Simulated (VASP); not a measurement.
BiH4:

```
Bi H
1.0
     3.20437    0.00000    0.00000
    -1.60219    2.77507    0.00000
     0.00000    0.00000    4.99295
Bi H
1 4
Direct
  0.00000 0.00000 0.00000
  0.50000 0.00000 0.50000
  0.00000 0.50000 0.50000
  0.50000 0.50000 0.50000
  0.00000 0.00000 0.50000
```

| Property | Result |
| --- | --- |
| Program | VASP 6.6.1 |
| Task | relaxation of cell and atoms |
| Functional | PBE |
| Potentials or basis | VASP PAW PBE potentials, release 64 (Bi_d, H) |
| Cutoff | 600 eV |
| k mesh | 15 × 15 × 8 |
| Occupations | gaussian, width 0.1 eV |
| Spin | no spin polarisation |

At the start: pressure 0.4 GPa; volume 8.88 Å³/atom.

Q: Where does the relaxation end?

A: Over 21 steps the energy falls by 22.6 meV/atom and the volume is 10.53 Å³/atom (+18.6 %); space group P6/mmm (No. 191, to 0.05 Å).

The path:
```
step  energy change (eV)  largest force (eV/Å)  pressure (GPa)  volume (Å³)
   1              0.0000                0.0000            0.39        44.40
   2             -0.0156                0.0000            0.61        44.54
   3             -0.0512                0.0000            1.43        44.91
   4             -0.0661                0.0000            4.05        45.48
   5             -0.0691                0.0000            3.19        45.35
   6             -0.0845                0.0000            2.14        46.33
   7             -0.1028                0.0000           -0.10        48.99
   8             -0.1034                0.0000           -0.51        49.51
   9             -0.1035                0.0000           -0.60        49.73
  10             -0.1033                0.0000           -0.95        50.17
  11             -0.1035                0.0000           -0.70        49.84
  12             -0.1068                0.0000           -0.46        50.18
  13             -0.1099                0.0000           -0.08        50.62
  14             -0.1112                0.0000            0.76        51.48
  15             -0.1116                0.0000            0.48        51.19
  16             -0.1116                0.0000            0.54        51.24
  17             -0.1128                0.0000            0.21        52.21
  18             -0.1129                0.0000            0.13        52.56
  19             -0.1129                0.0000            0.13        52.61
  20             -0.1129                0.0000            0.09        52.70
  21             -0.1129                0.0000            0.08        52.65
```

Final structure:
```
CELL_PARAMETERS angstrom
3.09686 0.00000 0.00000
-1.54843 2.68196 0.00000
0.00000 0.00000 6.33948
ATOMIC_POSITIONS crystal
Bi 0.00000 0.00000 0.00000
H 0.50000 0.00000 0.50000
H 0.00000 0.50000 0.50000
H 0.50000 0.50000 0.50000
H 0.00000 0.00000 0.50000
```

Caveat: the volume moved by over 15 % at a fixed basis, so the end points are rough.
